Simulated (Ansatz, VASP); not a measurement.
**Te2Mo: VASP beside Ansatz**

```
CELL_PARAMETERS angstrom
3.49321 0.00000 0.00000
-1.74660 3.02521 0.00000
0.00000 0.00000 37.51612
ATOMIC_POSITIONS crystal
Te 0.22477 0.58720 0.87657
Te 0.33333 0.66667 0.23184
Te 0.66667 0.33333 0.67200
Te 0.66667 0.33333 0.04531
Te 0.66667 0.33333 0.76816
Te 0.66667 0.33333 0.14156
Te 0.33333 0.66667 0.95469
Te 0.33333 0.66667 0.32800
Mo 0.33333 0.66667 0.72002
Mo 0.33333 0.66667 0.09343
Mo 0.66667 0.33333 0.90657
Mo 0.66667 0.33333 0.27998
```

Alike in both runs: task single point; functional PBEsol; k mesh 9 × 9 × 1; occupations gaussian, width 0.05 eV; no spin polarisation.

|  | VASP | Ansatz |
| --- | --- | --- |
| version | VASP 6.6.1 | Ansatz 0.2.0 |
| potentials or method | VASP PAW PBE potentials, release 64 (Te, Mo_sv), cutoff 520 eV | scalar-relativistic, plane waves, PAW |
| valence electrons in the cell | 104 | 184 |

Ansatz gave:

- gap on the k mesh at the Fermi level (eV): none
- rms of the force components (eV/Å): 4.767

Question: Estimate VASP's values.

Answer: gap on the k mesh at the Fermi level (eV): none; rms of the force components (eV/Å): 4.786.

VASP's potentials were made for PBE, not for PBEsol, and Ansatz warns of the same on its side. Atom by atom the forces differ by 0.029 eV/Å (rms over components). A gap of «none» marks a metal or a gap that the smearing closes. VASP's potentials hold 104 valence electrons a cell and Ansatz's 184, so a difference there can come from the potentials and not from the codes.

Neither program's run includes spin-orbit coupling.
